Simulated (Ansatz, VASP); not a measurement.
# Two plane-wave programs on SiC

```
Si C
1.0
     3.07536    0.00000    0.00000
    -1.53768    2.66334    0.00000
     0.00000    0.00000    5.04811
Si C
2 2
Direct
  0.33333 0.66667 0.49959
  0.66667 0.33333 0.99959
  0.33333 0.66667 0.87541
  0.66667 0.33333 0.37541
```

Alike in both runs: task single point; functional PBEsol; k mesh 6 × 6 × 4; no spin polarisation.

|  | VASP | Ansatz |
| --- | --- | --- |
| version | VASP 6.6.1 | Ansatz 0.2.0 |
| potentials or method | VASP PAW PBE potentials, release 64 (Si, C) | plane waves, PAW |
| plane-wave cutoff (eV) | 520 | 420 |
| occupations | gaussian, width 0.01 eV | fixed |
| valence electrons in the cell | 16 | 16 |

VASP gave:

* gap on the k mesh at the Fermi level (eV): 2.11
* pressure (GPa): 0.4
* traceless stress, the component that is largest in VASP (GPa): -0.21
* rms of the force components (eV/Å): 0.002

Estimate Ansatz's values.

gap on the k mesh at the Fermi level (eV): 2.12; pressure (GPa): 0.1; traceless stress, the component that is largest in VASP (GPa): -0.21; rms of the force components (eV/Å): 0.003.

VASP's potentials were made for PBE, not for PBEsol. Atom by atom the forces differ by 0.001 eV/Å (rms over components).
